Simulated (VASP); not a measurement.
**Cd2N3: single point with LDA**

Cd2N3:

```xyz
10
Lattice="-3.9337 0.0000 3.6763 3.9337 0.0000 3.6763 0.0000 5.9689 3.6763" Properties=species:S:1:pos:R:3 pbc="T T T"
Cd   -1.7151    0.0000    3.6763
Cd    1.7151    0.0000    3.6763
Cd   -1.9669    2.9845    5.5144
Cd    1.9669    2.9845    5.5144
N     0.0000    0.8774    1.5205
N     0.0000    5.0915    5.1968
N     0.0000    5.0915    9.5083
N     0.0000    0.8774    5.8320
N     0.0000    1.7680    7.3525
N     0.0000    4.2009    3.6763
```

```json
{
 "Program": "VASP 6.6.1",
 "Task": "single point",
 "Functional": "LDA",
 "Potentials or basis": "VASP PAW LDA potentials, release 64 (Cd, N)",
 "Cutoff": "520 eV",
 "k mesh": "5 × 5 × 5",
 "Occupations": "methfessel-paxton, width 0.013 eV",
 "Spin": "no spin polarisation"
}
```

* Pressure: -19.5 GPa
* Largest force: 3.299 eV/Å
* Band gap on the k mesh: zero (bands 39 and 40 overlap by 0.53 eV)

Forces in eV/Å, atoms in the order of the input:
```
Cd   0.361  0.000  0.000
Cd  -0.361  0.000  0.000
Cd   0.000  0.000  0.000
Cd   0.000  0.000  0.000
N    0.000 -1.406 -2.525
N    0.000  1.406 -2.525
N    0.000  1.406  2.525
N    0.000 -1.406  2.525
N    0.000 -3.299  0.000
N    0.000  3.299  0.000
```

Stress tensor (GPa, compression positive):
```
-10.21   0.00   0.00
  0.00 -24.92   0.00
  0.00   0.00 -23.45
```

Levels at points of the mesh, in eV from the Fermi level:
| k point | band 37 | band 38 | band 39 | band 40 | band 41 | band 42 |
| --- | --- | --- | --- | --- | --- | --- |
| (0.00, 0.00, 0.00) | -2.02 | -1.14 | -0.90 | 0.30 | 0.45 | 0.77 |

It took 5.1 min on 1 thread of Intel(R) Xeon(R) Platinum 8259CL CPU @ 2.50GHz (Skylake/Cascade Lake), with other jobs on the host, peak memory 0.32 GiB.

Caveat: the cell stands under tension; forces of over 1 eV/Å act on the atoms, so gaps and moduli don't describe the material at rest.
